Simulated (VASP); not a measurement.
# ScAl3 (Pm-3m) in VASP: a series of runs

Aim: see how the results for ScAl3 move with the level of theory and the settings. Levels: PBE, PBEsol, r2SCAN. Tasks: single point.

All numbers are computed with VASP 6.6.1; they aren't measurements. Logs are shortened: lines on timing, memory, paths and dates and some standing lists are left out, and cuts for length are marked.

## 1. The cell of the first run

Symmetry: Pm-3m, No. 221, cubic system. Conventional cell: a = 4.105 Å, b = 4.105 Å, c = 4.105 Å, α = 90.00°, β = 90.00°, γ = 90.00°. Sc (site symmetry m-3m) has 12 Al at 2.90 Å within 3.8 Å. Al (site symmetry 4/mmm) has 4 Sc at 2.90 Å and 8 Al at 2.90 Å within 3.8 Å.

## 2. Single point, PBE

Contents of INCAR:

```
  ALGO = Fast
  EDIFF = 1E-6
  ENCUT = 520
  GGA = PE
  ISIF = 2
  ISMEAR = 0
  LASPH = T
  LCHARG = F
  LREAL = F
  LWAVE = F
  NBANDS = 18
  NELM = 80
  PREC = Accurate
  SIGMA = 0.15
```

Contents of KPOINTS:

```
k-points
0
Gamma
  14 14 14
```

Contents of POSCAR:

```
ScAl3
1.0
    4.1053305968      0.0000000000      0.0000000000
    0.0000000000      4.1053305968      0.0000000000
    0.0000000000      0.0000000000      4.1053305968
Sc Al
1 3
Direct
    0.0000000000      0.0000000000      0.0000000000
    0.5000000000      0.0000000000      0.5000000000
    0.0000000000      0.5000000000      0.5000000000
    0.5000000000      0.5000000000      0.0000000000
```

Potentials or basis: VASP PAW PBE potentials, release 64 (Sc_sv, Al).

On the command line:

```console
$ cat potpaw_PBE.64/Sc_sv/POTCAR potpaw_PBE.64/Al/POTCAR > POTCAR
$ mpirun -np 1 vasp_std > vasp.out
```

OUTCAR:

```text
EDIFF = 1E-6
   ENCUT = 520
   GGA = PE
   ISIF = 2
   ISMEAR = 0
   LASPH = T
   LREAL = F
   NELM = 80
   PREC = Accurate

 ion  position               nearest neighbor table
   1  0.000  0.000  0.000-   2 2.90   3 2.90   4 2.90   2 2.90   3 2.90   3 2.90   4 2.90   3 2.90
                             2 2.90   4 2.90   2 2.90   4 2.90
   2  0.500  0.000  0.500-   1 2.90   3 2.90   4 2.90   1 2.90   4 2.90   3 2.90   4 2.90   4 2.90
                             1 2.90   3 2.90   1 2.90   3 2.90
   3  0.000  0.500  0.500-   1 2.90   2 2.90   4 2.90   1 2.90   4 2.90   1 2.90   2 2.90   1 2.90
                             2 2.90   4 2.90   4 2.90   2 2.90
   4  0.500  0.500  0.000-   1 2.90   2 2.90   3 2.90   2 2.90   3 2.90   1 2.90   2 2.90   2 2.90
                             1 2.90   3 2.90   3 2.90   1 2.90

  LATTYP: Found a simple cubic cell.
 ALAT       =     4.1053305968

  Lattice vectors:

 A1 = (   4.1053305968,   0.0000000000,   0.0000000000)
 A2 = (   0.0000000000,   4.1053305968,   0.0000000000)
 A3 = (   0.0000000000,   0.0000000000,   4.1053305968)

Analysis of symmetry for initial positions (statically):
=====================================================================
 Subroutine PRICEL returns:
 Original cell was already a primitive cell.

 Routine SETGRP: Setting up the symmetry group for a
 simple cubic supercell.

 Subroutine GETGRP returns: Found 48 space group operations
 (whereof 48 operations were pure point group operations)
 out of a pool of 48 trial point group operations.

The static configuration has the point symmetry O_h .

Analysis of symmetry for dynamics (positions and initial velocities):
=====================================================================
 Subroutine PRICEL returns:
 Original cell was already a primitive cell.

 Routine SETGRP: Setting up the symmetry group for a
 simple cubic supercell.

 Subroutine GETGRP returns: Found 48 space group operations
 (whereof 48 operations were pure point group operations)
 out of a pool of 48 trial point group operations.

The dynamic configuration has the point symmetry O_h .

 Subroutine INISYM returns: Found 48 space group operations
 (whereof 48 operations are pure point group operations),
 and found     1 'primitive' translations

----------------------------------------------------------------------------------------

                                     Primitive cell

  volume of cell :      69.1902

  direct lattice vectors                    reciprocal lattice vectors
     4.105330597  0.000000000  0.000000000     0.243585742  0.000000000  0.000000000
     0.000000000  4.105330597  0.000000000     0.000000000  0.243585742  0.000000000
     0.000000000  0.000000000  4.105330597     0.000000000  0.000000000  0.243585742

  length of vectors
     4.105330597  4.105330597  4.105330597     0.243585742  0.243585742  0.243585742

  position of ions in fractional coordinates (direct lattice)
     0.000000000  0.000000000  0.000000000
     0.500000000  0.000000000  0.500000000
     0.000000000  0.500000000  0.500000000
     0.500000000  0.500000000  0.000000000

  ion indices of the primitive-cell ions
   primitive index   ion index
                 1           1
                 2           2
                 3           3
                 4           4

----------------------------------------------------------------------------------------

 KPOINTS: k-points

Automatic generation of k-mesh.
 Grid dimensions read from file:
 generate k-points for:   14   14   14

 Generating k-lattice:

  Cartesian coordinates                     Fractional coordinates (reciprocal lattice)
     0.017398982  0.000000000  0.000000000     0.071428571  0.000000000  0.000000000
     0.000000000  0.017398982  0.000000000     0.000000000  0.071428571  0.000000000
     0.000000000  0.000000000  0.017398982     0.000000000  0.000000000  0.071428571

  Length of vectors
     0.017398982  0.017398982  0.017398982

  Shift w.r.t. Gamma in fractional coordinates (k-lattice)
     0.000000000  0.000000000  0.000000000

 Subroutine IBZKPT returns following result:
 ===========================================

 Found    120 irreducible k-points:

 Following reciprocal coordinates:
            Coordinates               Weight
  0.000000  0.000000  0.000000      1.000000
  0.071429  0.000000  0.000000      6.000000
  0.142857  0.000000  0.000000      6.000000
  0.214286  0.000000  0.000000      6.000000
  0.285714  0.000000  0.000000      6.000000
  0.357143  0.000000  0.000000      6.000000
[... 16 lines left out ...]
  0.285714  0.214286  0.000000     24.000000
  0.357143  0.214286  0.000000     24.000000
 [... further k-points ...]
   k-points           NKPTS =    120   k-points in BZ     NKDIM =    120   number of bands    NBANDS=     18
   number of dos      NEDOS =    301   number of ions     NIONS =      4
   total plane-waves  NPLWV =  32768
   dimension x,y,z NGX =    32 NGY =   32 NGZ =   32
   dimension x,y,z NGXF=    64 NGYF=   64 NGZF=   64
   ions per type =               1   3
   NGX,Y,Z   is equivalent  to a cutoff of  12.96, 12.96, 12.96 a.u.
   NGXF,Y,Z  is equivalent  to a cutoff of  25.92, 25.92, 25.92 a.u.
 SYSTEM =  unknown system
   PREC   = accura    normal or accurate (medium, high low for compatibility)
   ISTART =      0    job   : 0-new  1-cont  2-samecut
   ICHARG =      2    charge: 1-file 2-atom 10-const
   ISPIN  =      1    spin polarized calculation?
   LNONCOLLINEAR =      F non collinear calculations
   LSORBIT =      F    spin-orbit coupling
   LASPH  =      T    aspherical Exc in radial PAW
   ENCUT  =  520.0 eV  38.22 Ry    6.18 a.u.   7.63  7.63  7.63*2*pi/ulx,y,z
   NELM   =     80;   NELMIN=  2; NELMDL= -5     # of ELM steps
   EDIFF  = 0.1E-05   stopping-criterion for ELM
   LREAL  =      F    real-space projection
[... 7 lines left out ...]
   TEBEG  =    0.0;   TEEND  =   0.0 temperature during run
   PSTRESS=    0.0 pullay stress
   NELECT =      20.0000    total number of electrons
   NUPDOWN=      -1.0000    fix difference up-down
   EMIN   =  10.00;   EMAX   =-10.00  energy-range for DOS
   EFERMI =   0.00;   METHOD = LEGACY
   ISMEAR =     0;   SIGMA  =   0.15  broadening in eV -4-tet -1-fermi 0-gaus
   EFERMI_NEDOS =   21; number of points for ismear=-14 and -15
   IALGO  =     68    algorithm
   IMIX   =      4    mixing-type and parameters
     AMIX     =   0.40;   BMIX     =  1.00
     AMIX_MAG =   1.60;   BMIX_MAG =  1.00
  volume/ion in A,a.u.               =      17.30       116.73
  Fermi-wavevector in a.u.,A,eV,Ry     =   1.082439  2.045513 15.941590  1.171674
  Thomas-Fermi vector in A             =   2.218480
   LORBIT       =      0    0 simple, 1 ext, 2 COOP (PROOUT), +10 PAW based schemes
   GGA     = PE    functional components
   LHFCALC =     F    Hartree Fock is set to
   AEXX    =    0.0000 exact exchange contribution
   IVDW    =     0    specifies the selected vdW correction
   LEPSILON=     F    determine dielectric tensor
   LRPA    =     F    only Hartree local field effects (RPA)
 non-spin polarized calculation
 RMM-DIIS sequential band-by-band and
 Gauss-broadening in eV      SIGMA  =   0.15
  energy-cutoff  :      520.00
  volume of cell :       69.19
 maximum number of plane-waves:      1888
 NGX is ok and might be reduce to    32
   NGX = 15   NGY = 15   NGZ = 15

 number of electron      19.9999997 magnetization

 Free energy of the ion-electron system (eV)
  ---------------------------------------------------
  ext. energy  EPLUGINS =         0.00000000
  ---------------------------------------------------
  free energy    TOTEN  =       -19.30704806 eV

  energy without entropy =      -19.29264314  energy(sigma->0) =      -19.29984560

 E-fermi :   7.1707     XC(G=0): -10.3671

 val. band max:        7.1420246740   @ k =   0.2857   0.2143   0.0714
 cond. band min:       7.1765780488   @ k =   0.2857   0.2857   0.0000
 fundamental gap:      0.0345533748
 Fermi energy:         7.1707457213

 k-point     1 :       0.0000    0.0000    0.0000
  band No.  band energies     occupation
      1     -41.8610      2.00000
      2     -20.5596      2.00000
      3     -20.5596      2.00000
      4     -20.5596      2.00000
      5      -2.8052      2.00000
      6       4.5516      2.00000
[... 10 lines left out ...]
     17      12.3947      0.00000
     18      12.3947      0.00000

 k-point     2 :       0.0714    0.0000    0.0000
  band No.  band energies     occupation
      1     -41.8609      2.00000
      2     -20.5611      2.00000
      3     -20.5595      2.00000
      4     -20.5595      2.00000
      5      -2.7586      2.00000
      6       4.0787      2.00000
[... 10 lines left out ...]
     17      12.4383      0.00000
     18      12.4405      0.00000

 k-point     3 :       0.1429    0.0000    0.0000
  band No.  band energies     occupation
      1     -41.8608      2.00000
      2     -20.5653      2.00000
      3     -20.5591      2.00000
      4     -20.5591      2.00000
      5      -2.6194      2.00000
      6       3.2906      2.00000
[... 10 lines left out ...]
     17      12.4716      0.00000
     18      12.4730      0.00000

 k-point     4 :       0.2143    0.0000    0.0000
  band No.  band energies     occupation
      1     -41.8605      2.00000
      2     -20.5714      2.00000
      3     -20.5586      2.00000
      4     -20.5586      2.00000
      5      -2.3898      2.00000
      6       2.4613      2.00000
[... 375 lines left out ...]
      4     -20.5577      2.00000
      5      -1.9860      2.00000
      6       2.6611      2.00000
[... 10 lines left out ...]
     17      11.7036      0.00000
     18      12.4782      0.00000

 k-point    23 :       0.2857    0.2143    0.0000
  band No.  band energies     occupation
      1     -41.8598      2.00000
      2     -20.5768      2.00000
      3     -20.5695      2.00000
      4     -20.5572      2.00000
      5      -1.6799      2.00000
      6       1.9907      2.00000
[... 10 lines left out ...]
     17      11.7062      0.00000
     18      12.7112      0.00000

 k-point    24 :       0.3571    0.2143    0.0000
  band No.  band energies     occupation
      1     -41.8596      2.00000
      2     -20.5828      2.00000
      3     -20.5689      2.00000
      4     -20.5567      2.00000
      5      -1.3011      2.00000
      6       1.2597      2.00000
[... 10 lines left out ...]
     17      11.9715      0.00000
     18      12.5158      0.00000

 [... further k-points ...]

------------------------ aborting loop because EDIFF is reached ----------------------------------------

  FORCE on cell =-STRESS in cart. coord.  units (eV):
  Direction    XX          YY          ZZ          XY          YZ          ZX
  --------------------------------------------------------------------------------------
  -------------------------------------------------------------------------------------
  Total        0.0145889      0.0145889      0.0145889      0.0000000      0.0000000      0.0000000
  in kB        0.3378215      0.3378215      0.3378215      0.0000000      0.0000000      0.0000000
  external PRESSURE =       0.3378215 kB  Pullay stress =       0.0000000 kB

 VOLUME and BASIS-vectors are now :
 -----------------------------------------------------------------------------
  energy-cutoff  :      520.00
  volume of cell :       69.19
      direct lattice vectors                 reciprocal lattice vectors
     4.105330597  0.000000000  0.000000000     0.243585742  0.000000000  0.000000000
     0.000000000  4.105330597  0.000000000     0.000000000  0.243585742  0.000000000
     0.000000000  0.000000000  4.105330597     0.000000000  0.000000000  0.243585742

 POSITION                                       TOTAL-FORCE (eV/Angst)
 -----------------------------------------------------------------------------------
      0.00000      0.00000      0.00000         0.000000      0.000000      0.000000
      2.05267      0.00000      2.05267         0.000000      0.000000      0.000000
      0.00000      2.05267      2.05267         0.000000      0.000000      0.000000
      2.05267      2.05267      0.00000         0.000000      0.000000      0.000000
 -----------------------------------------------------------------------------------
    total drift:                               -0.000000      0.000000      0.000000

  FREE ENERGIE OF THE ION-ELECTRON SYSTEM (eV)
  ---------------------------------------------------
  free  energy   TOTEN  =       -19.3070480585 eV

  energy  without entropy=      -19.2926431399  energy(sigma->0) =      -19.29984560
```

Run time: 52 s. Hardware: 1 thread of Intel Xeon Platinum 8481C at 2.70GHz (Sapphire Rapids), shared host; peak memory 0.27 GiB.

Results:

```
Free energy            : -19.3070 eV
Pressure               : 0.0 GPa
Band gap on the k mesh : zero (bands 10 and 11 overlap by 3.91 eV)
```

## 3. Single point, PBEsol

Contents of INCAR:

```
ALGO = Fast ; EDIFF = 1E-6
ENCUT = 520 ; GGA = PS
ISIF = 2 ; ISMEAR = 0
LASPH = T ; LCHARG = F
LREAL = F ; LWAVE = F
NBANDS = 18 ; NELM = 60
PREC = Accurate ; SIGMA = 0.15
```

KPOINTS is that of step 2.

POSCAR is that of step 2.

Potentials or basis: VASP PAW PBE potentials, release 64 (Sc_sv, Al).

On the command line:

```console
$ cat potpaw_PBE.64/Sc_sv/POTCAR potpaw_PBE.64/Al/POTCAR > POTCAR
$ mpirun -np 1 vasp_std > vasp.out
```

Run time: 61 s. Hardware: 1 thread of Intel Xeon Platinum 8481C at 2.70GHz (Sapphire Rapids), shared host; peak memory 0.28 GiB.

Results (log left out):

```yaml
Free_energy: -20.7623 eV
Pressure: -2.0 GPa
Band_gap_on_the_k_mesh: zero (bands 10 and 11 overlap by 3.92 eV)
```

Levels at points of the mesh, in eV from the Fermi level:
| k point | band 6 | band 7 | band 8 | band 9 | band 10 | band 11 | band 12 | band 13 | band 14 | band 15 |
| --- | --- | --- | --- | --- | --- | --- | --- | --- | --- | --- |
| (0.00, 0.00, 0.00) | -2.62 | -2.62 | -1.80 | -1.80 | -1.80 | 1.22 | 1.28 | 1.28 | 1.28 | 4.68 |
| (0.50, 0.00, 0.00) | -7.28 | -1.70 | -1.70 | -1.47 | 0.81 | 0.99 | 0.99 | 1.34 | 1.61 | 2.12 |
| (0.50, 0.50, 0.00) | -5.60 | -5.60 | -4.34 | -0.54 | -0.54 | 1.20 | 1.34 | 2.02 | 2.45 | 3.39 |
| (0.50, 0.50, 0.50) | -4.77 | -4.77 | -4.43 | -2.94 | -2.94 | -2.94 | 0.88 | 2.56 | 2.56 | 3.97 |

Caveat: the PAW data sets were made with another functional, which shifts forces and pressure a little.

## 4. Single point, PBE

Contents of INCAR:

```
ALGO     = Fast           # electronic algorithm
EDIFF    = 1E-6           # SCF threshold, eV
ENCUT    = 520            # plane-wave cutoff, eV
GGA      = PE             # functional
ISIF     = 2              # what is computed and relaxed
ISMEAR   = 0              # smearing method
LASPH    = T              # aspherical terms in the spheres
LCHARG   = T              # write CHGCAR
LELF     = T              # ELF
LREAL    = F              # projectors in reciprocal space
LVHAR    = T            
LWAVE    = F              # write WAVECAR
NBANDS   = 18             # bands
NELM     = 100            # most SCF steps
PREC     = Accurate       # precision mode
SIGMA    = 0.15           # smearing width, eV
```

Contents of KPOINTS:

```
k-points
0
Gamma
  12 12 12
```

POSCAR is that of step 3.

On the command line:

```console
$ cat potpaw_PBE.64/Sc_sv/POTCAR potpaw_PBE.64/Al/POTCAR > POTCAR
$ mpirun -np 1 vasp_std > vasp.out
```

It took 38 s on 1 thread of Intel Xeon Platinum 8481C at 2.70GHz (Sapphire Rapids), shared host; peak memory 0.24 GiB.

The run converged. Its results:

```
Free energy            : -19.3069 eV
Pressure               : 0.0 GPa
Band gap on the k mesh : zero (bands 10 and 11 overlap by 3.87 eV)
```

Levels at points of the mesh, in eV from the Fermi level:
| k point | band 7 | band 8 | band 9 | band 10 | band 11 | band 12 | band 13 | band 14 |
| --- | --- | --- | --- | --- | --- | --- | --- | --- |
| (0.00, 0.00, 0.00) | -2.62 | -1.83 | -1.83 | -1.83 | 1.25 | 1.28 | 1.28 | 1.28 |
| (0.50, 0.00, 0.00) | -1.71 | -1.71 | -1.46 | 0.78 | 0.97 | 0.97 | 1.34 | 1.61 |
| (0.50, 0.50, 0.00) | -5.63 | -4.35 | -0.54 | -0.54 | 1.18 | 1.34 | 2.04 | 2.46 |
| (0.50, 0.50, 0.50) | -4.80 | -4.45 | -2.96 | -2.96 | -2.96 | 0.91 | 2.57 | 2.57 |

## 5. Single point, PBE

This run uses another cell than the first one, of 17.33 Å³/atom.

Contents of INCAR:

```
SYSTEM = ScAl3
PREC = Accurate
ENCUT = 520
EDIFF = 1E-6
ISMEAR = -1
SIGMA = 0.15
LREAL = .FALSE.
LASPH = .TRUE.
NELM = 80
ALGO = Normal
ISIF = 2
LWAVE = .FALSE.
LCHARG = .FALSE.
GGA = PE
NBANDS = 18
```

Contents of KPOINTS:

```
Automatic mesh
0
G
  10 10 10
  0 0 0
```

Contents of POSCAR:

```
ScAl3
1.0
    4.1081511387      0.0000000000      0.0000000000
    0.0000000000      4.1081511387      0.0000000000
    0.0000000000      0.0000000000      4.1081511387
Sc Al
1 3
Direct
    0.0000000000      0.0000000000      0.0000000000
    0.5000000000      0.0000000000      0.5000000000
    0.0000000000      0.5000000000      0.5000000000
    0.5000000000      0.5000000000      0.0000000000
```

On the command line:

```console
$ cat potpaw_PBE.64/Sc_sv/POTCAR potpaw_PBE.64/Al/POTCAR > POTCAR
$ mpirun -np 1 vasp_std > vasp.out
```

Wall time 28 s (1 thread of Intel Xeon Platinum 8488C (Sapphire Rapids), shared host); peak memory 0.21 GiB.

Results (log left out):

| Item | Value |
| --- | --- |
| Free energy | -19.3486 eV |
| Pressure | 0.0 GPa |
| Band gap on the k mesh | zero (bands 10 and 11 overlap by 3.74 eV) |

Levels at points of the mesh, in eV from the Fermi level:
| k point | band 6 | band 7 | band 8 | band 9 | band 10 | band 11 | band 12 | band 13 | band 14 | band 15 |
| --- | --- | --- | --- | --- | --- | --- | --- | --- | --- | --- |
| (0.00, 0.00, 0.00) | -2.61 | -2.61 | -1.81 | -1.81 | -1.81 | 1.27 | 1.29 | 1.29 | 1.29 | 4.65 |
| (0.50, 0.00, 0.00) | -7.28 | -1.70 | -1.70 | -1.45 | 0.78 | 0.98 | 0.98 | 1.36 | 1.62 | 2.13 |
| (0.50, 0.50, 0.00) | -5.62 | -5.62 | -4.33 | -0.53 | -0.53 | 1.20 | 1.36 | 2.05 | 2.46 | 3.38 |
| (0.50, 0.50, 0.50) | -4.78 | -4.78 | -4.42 | -2.95 | -2.95 | -2.95 | 0.92 | 2.57 | 2.57 | 3.96 |

(Part 1 of 2 ends here.)
